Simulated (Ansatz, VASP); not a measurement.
## Two plane-wave programs on Sc

The input INCAR:

```
ALGO = Normal
EDIFF = 1E-6
ENCUT = 520
GGA = PE
ISIF = 2
ISMEAR = -1
LASPH = T
LCHARG = T
LELF = T
LREAL = F
LVHAR = T
LWAVE = F
NBANDS = 18
NELM = 80
PREC = Accurate
SIGMA = 0.03
```

File KPOINTS:

```
k-points
0
Gamma
  11 11 6
```

File POSCAR:

```
Sc
1.0
    3.3193628924      0.0000000000      0.0000000000
   -1.6596814462      2.8746525892      0.0000000000
    0.0000000000      0.0000000000      5.1842605006
Sc
2
Direct
    0.3333333333      0.6666666667      0.2500000000
    0.6666666667      0.3333333333      0.7500000000
```

Input for Ansatz:

```yaml
crystal:
  lattice:
    - [3.3193628924, 0.0, 0.0]
    - [-1.6596814462, 2.8746525892, 0.0]
    - [0.0, 0.0, 5.1842605006]
  atoms:
    - { symbol: Sc, position: [0.3333333333, 0.6666666667, 0.25] }
    - { symbol: Sc, position: [0.6666666667, 0.3333333333, 0.75] }
hamiltonian:
  xc: pbe
  pseudopotentials:
    kind: paw
    azcp:
      Sc: "pseudopotentials/Sc.paw.azcp"
basis:
  ecutwfc: 420
  fft_grid_basis: typed
kpoints:
  mp_grid: { grid: [11, 11, 6], shift: [0, 0, 0] }
magnetization:
  spin_polarized: false
scf:
  occupations: { method: fermi_dirac, width: 0.03 }
  lower_state_search: "off"
output:
  stress: true
```

Alike in both runs: task single point; functional PBE; k mesh 11 × 11 × 6; occupations fermi-dirac, width 0.03 eV; no spin polarisation.

```csv
,VASP,Ansatz
version,VASP 6.6.1,Ansatz 0.2.0
potentials or method,"VASP PAW PBE potentials, release 64 (Sc_sv), cutoff 520 eV","plane waves (420 eV) with PAW, scalar-relativistic"
valence electrons in the cell,22,22
```

Ansatz gave:

```
pressure (GPa)                                                : -0.3
traceless stress, the component that is largest in VASP (GPa) : -0.21
```

Estimate VASP's values.

pressure (GPa): -0.2; traceless stress, the component that is largest in VASP (GPa): -0.21.
